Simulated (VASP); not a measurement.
A run of VASP 6.6.1:

File POSCAR:

```
Cu
1.0
    2.5508792560      0.0000000000      0.0000000000
   -1.2754396280      2.2091262377      0.0000000000
    0.0000000000      0.0000000000      4.1398073633
Cu
2
Direct
    0.6666666667      0.3333333333      0.7500000000
    0.3333333333      0.6666666667      0.2500000000
```

INCAR.step1

```
PREC     = Accurate       # precision mode
ENCUT    = 520            # plane-wave cutoff, eV
EDIFF    = 1E-5           # SCF threshold, eV
ISMEAR   = -1             # smearing method
SIGMA    = 0.05           # smearing width, eV
LREAL    = F              # projectors in reciprocal space
LASPH    = T              # aspherical terms in the spheres
NELM     = 80             # most SCF steps
ALGO     = Normal         # electronic algorithm
ISIF     = 2              # what is computed and relaxed
LWAVE    = T              # write WAVECAR
LCHARG   = F              # write CHGCAR
GGA      = PE             # functional
NBANDS   = 18             # bands
```

Contents of INCAR.step2:

```
PREC     = Accurate       # precision mode
ENCUT    = 520            # plane-wave cutoff, eV
EDIFF    = 1E-6           # SCF threshold, eV
ISMEAR   = -1             # smearing method
SIGMA    = 0.05           # smearing width, eV
LREAL    = F              # projectors in reciprocal space
LASPH    = T              # aspherical terms in the spheres
NELM     = 80             # most SCF steps
ALGO     = Normal         # electronic algorithm
ISIF     = 2              # what is computed and relaxed
LWAVE    = F              # write WAVECAR
LCHARG   = F              # write CHGCAR
GGA      = PE             # functional
LHFCALC  = T              # exact exchange
AEXX     = 0.25           # exact-exchange fraction
PRECFOCK = Normal       
ISTART   = 1            
NBANDS   = 18             # bands
```

File KPOINTS:

```
regular mesh
0
Gamma
  8 8 4
```

Potentials or basis: VASP PAW PBE potentials, release 64 (Cu).

Run with:

```console
$ cat potpaw_PBE.64/Cu/POTCAR > POTCAR
$ cp INCAR.step1 INCAR
$ mpirun -np 1 vasp_std > vasp.out
$ cp INCAR.step2 INCAR
$ mpirun -np 1 vasp_std > vasp.out
```

Hardware: 1 thread of Intel(R) Xeon(R) 6975P-C (Granite Rapids), with other jobs on the host.

Estimate the wall time of this run.

Wall time 35 min on 1 thread of Intel(R) Xeon(R) 6975P-C (Granite Rapids), with other jobs on the host, peak memory 0.16 GiB. Counts: k points 30.
